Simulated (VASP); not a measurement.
NbCd3: single point with PBE

NbCd3:

```xyz
4
Lattice="4.2150 0.0000 0.0000 0.0000 4.2150 0.0000 0.0000 0.0000 4.2150" Properties=species:S:1:pos:R:3 pbc="T T T"
Nb    0.0000    0.0000    0.0000
Cd    0.0000    2.1075    2.1075
Cd    2.1075    0.0000    2.1075
Cd    2.1075    2.1075    0.0000
```

```json
{
  "Program": "VASP 6.6.1",
  "Task": "single point",
  "Functional": "PBE",
  "Potentials or basis": "VASP PAW PBE potentials, release 64 (Nb_sv, Cd)",
  "Cutoff": "520 eV",
  "k mesh": "6 × 6 × 6",
  "Occupations": "methfessel-paxton, width 0.15 eV",
  "Spin": "no spin polarisation",
  "Dipole correction": "no",
  "Further INCAR settings": "ALGO = Normal; EDIFF = 1e-06; NBANDS = 32"
}
```

* Pressure: 7.8 GPa

Levels at points of the mesh, in eV from the Fermi level:
```
           k point  band 20  band 21  band 22  band 23  band 24  band 25  band 26  band 27  band 28  band 29
(0.00, 0.00, 0.00)    -7.60    -0.95    -0.95     0.20     0.20     0.20     1.25     1.25     1.25     5.54
(0.50, 0.00, 0.00)    -6.22    -5.95    -0.93    -0.93    -0.83     1.04     1.17     3.29     4.25     4.25
(0.50, 0.50, 0.00)    -5.27    -3.20    -3.20    -3.20    -0.35    -0.35     1.14     1.83     2.17     5.63
(0.50, 0.50, 0.50)    -2.43    -2.43    -2.43    -2.40    -1.23    -1.23    -1.23     1.52     1.52     3.76
```

Run time: 17 s on 1 thread of Intel(R) Xeon(R) Platinum 8559C (Emerald Rapids), on a shared host, peak memory 0.19 GiB.
